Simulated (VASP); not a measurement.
# C (P6/mmm) in VASP: a series of runs, part 2 of 2

VASP 6.6.1. Earlier steps stand in the parts before.

### 3 Single point, PBE+D3(BJ)

This run uses another cell than the first one, of the same volume but with other edges.

The input, INCAR:

```
PREC = Accurate
ENCUT = 520
EDIFF = 1E-6
ISMEAR = 0
SIGMA = 0.15
LREAL = False
LASPH = True
NELM = 80
ALGO = Normal
ISIF = 2
LWAVE = False
LCHARG = True
GGA = PE
IVDW = 12
LELF = True
LVHAR = True
NBANDS = 11
```

The input, KPOINTS:

```
Automatic mesh
0
Gamma
  24 24 6
```

The input, POSCAR:

```
C
1.0
    2.3113446157      0.0000000000      0.0000000000
   -1.1556723079      2.0016831541      0.0000000000
    0.0000000000      0.0000000000      9.6254472778
C
2
Direct
    0.3333333333      0.6666666667      0.0000000000
    0.6666666667      0.3333333333      0.0000000000
```

Potentials or basis: VASP PAW PBE potentials, release 64 (C).

Command:

```bash
> cat potpaw_PBE.64/C/POTCAR > POTCAR
> mpirun -np 1 vasp_std > vasp.out
```

OUTCAR:

```text
PREC = Accurate
   ENCUT = 520
   EDIFF = 1E-6
   ISMEAR = 0
   LREAL = False
   LASPH = True
   NELM = 80
   ISIF = 2
   GGA = PE
   IVDW = 12
 IVDW          = 12

 ion  position               nearest neighbor table
   1  0.333  0.667  0.000-   2 1.33   2 1.33   2 1.33
   2  0.667  0.333  0.000-   1 1.33   1 1.33   1 1.33

  LATTYP: Found a hexagonal cell.
 ALAT       =     2.3113446157
 C/A-ratio  =     4.1644362387

  Lattice vectors:

 A1 = (   2.3113446157,   0.0000000000,   0.0000000000)
 A2 = (  -1.1556723079,   2.0016831541,   0.0000000000)
 A3 = (   0.0000000000,   0.0000000000,   9.6254472778)

Analysis of symmetry for initial positions (statically):
=====================================================================
 Subroutine PRICEL returns:
 Original cell was already a primitive cell.

 Routine SETGRP: Setting up the symmetry group for a
 hexagonal supercell.

 Subroutine GETGRP returns: Found 24 space group operations
 (whereof 24 operations were pure point group operations)
 out of a pool of 24 trial point group operations.

The static configuration has the point symmetry D_6h.

[... 171 lines left out ...]
      2      -9.3189      2.00000
      3      -3.2127      2.00000
      4      -3.2127      2.00000
      5       2.1534      0.00000
      6       3.8826      0.00000
      7       5.1964      0.00000
      8       9.3651      0.00000
      9       9.3651      0.00000
     10      10.3484      0.00000
     11      12.2790      0.00000
[... 309 lines left out ...]
 k-point    24 :       0.4583    0.0417    0.0000
  band No.  band energies     occupation
      1     -15.5502      2.00000
      2     -14.4627      2.00000
      3      -7.3906      2.00000
      4      -3.1063      2.00000
      5       1.5428      0.00000
      6       9.2859      0.00000
      7      10.5616      0.00000
      8      12.0337      0.00000
      9      12.1637      0.00000
     10      13.5343      0.00000
     11      13.5899      0.00000

 [... further k-points ...]

------------------------ aborting loop because EDIFF is reached ----------------------------------------

 Edisp (eV)   -0.16432

 E8    (eV) :    -0.0508

  FORCE on cell =-STRESS in cart. coord.  units (eV):
  Direction    XX          YY          ZZ          XY          YZ          ZX
  --------------------------------------------------------------------------------------
  -------------------------------------------------------------------------------------
  Total      10.46572    10.46572    -0.02253    -0.00000     0.00000     0.00000
  in kB     376.52942   376.52942    -0.81056    -0.00000     0.00000     0.00000
  external pressure =      250.75 kB  Pullay stress =        0.00 kB

 VOLUME and BASIS-vectors are now :
 -----------------------------------------------------------------------------
  energy-cutoff  :      520.00
  volume of cell :       44.53
      direct lattice vectors                 reciprocal lattice vectors
     2.311344616  0.000000000  0.000000000     0.432648595  0.249789783  0.000000000
    -1.155672308  2.001683154  0.000000000     0.000000000  0.499579565  0.000000000
     0.000000000  0.000000000  9.625447278     0.000000000  0.000000000  0.103891276

 POSITION                                       TOTAL-FORCE (eV/Angst)
 -----------------------------------------------------------------------------------
     -0.00000      1.33446      0.00000         0.000000     -0.000000      0.000000
      1.15567      0.66723      0.00000        -0.000000      0.000000      0.000000
 -----------------------------------------------------------------------------------
    total drift:                                0.000000     -0.000000      0.000000

  FREE ENERGIE OF THE ION-ELECTRON SYSTEM (eV)
  ---------------------------------------------------
  free  energy   TOTEN  =       -17.9674136959 eV

  energy  without entropy=      -17.9668259984  energy(sigma->0) =      -17.96711985
```

OSZICAR:

```text
N       E                     dE             d eps       ncg     rms          rms(c)
DAV:   1     0.279731130826E+02    0.27973E+02   -0.36945E+03  5392   0.578E+02
DAV:   2    -0.180107816852E+02   -0.45984E+02   -0.43011E+02  7040   0.137E+02
DAV:   3    -0.199985841763E+02   -0.19878E+01   -0.19807E+01  6985   0.280E+01
DAV:   4    -0.200154990497E+02   -0.16915E-01   -0.16909E-01  6966   0.311E+00
DAV:   5    -0.200156554674E+02   -0.15642E-03   -0.15641E-03  7317   0.268E-01    0.803E+00
DAV:   6    -0.184286981761E+02    0.15870E+01   -0.12724E+00  5937   0.678E+00    0.474E+00
DAV:   7    -0.178238798460E+02    0.60482E+00   -0.16906E+00  6139   0.770E+00    0.142E+00
DAV:   8    -0.178086064955E+02    0.15273E-01   -0.35138E-02  6511   0.121E+00    0.222E-01
DAV:   9    -0.178068203330E+02    0.17862E-02   -0.90182E-04  6583   0.187E-01    0.157E-01
DAV:  10    -0.177983087853E+02    0.85115E-02   -0.92121E-03  5610   0.395E-01    0.166E-01
DAV:  11    -0.177996478519E+02   -0.13391E-02   -0.42423E-04  5973   0.111E-01    0.539E-02
DAV:  12    -0.178025612646E+02   -0.29134E-02   -0.72103E-04  5936   0.132E-01    0.447E-02
DAV:  13    -0.178029243632E+02   -0.36310E-03   -0.53183E-05  5656   0.303E-02    0.154E-02
DAV:  14    -0.178030866096E+02   -0.16225E-03   -0.14549E-05  5617   0.128E-02    0.339E-03
DAV:  15    -0.178030904429E+02   -0.38333E-05   -0.12752E-07  6303   0.194E-03    0.217E-03
DAV:  16    -0.178030915607E+02   -0.11177E-05   -0.85995E-08  5770   0.133E-03    0.272E-04
DAV:  17    -0.178030916072E+02   -0.46565E-07   -0.13011E-09  6467   0.192E-04
   1 F= -.17967414E+02 E0= -.17967120E+02  d E =-.587697E-03
```

It took 64 s on 1 thread of Intel Xeon Platinum 8488C (Sapphire Rapids), shared host; peak memory 0.23 GiB.

Results:

| Property | Result |
| --- | --- |
| Free energy | -17.9674 eV |
| Band gap on the k mesh | zero (filled and empty bands touch) |
| Dispersion energy per atom | -0.082 eV |
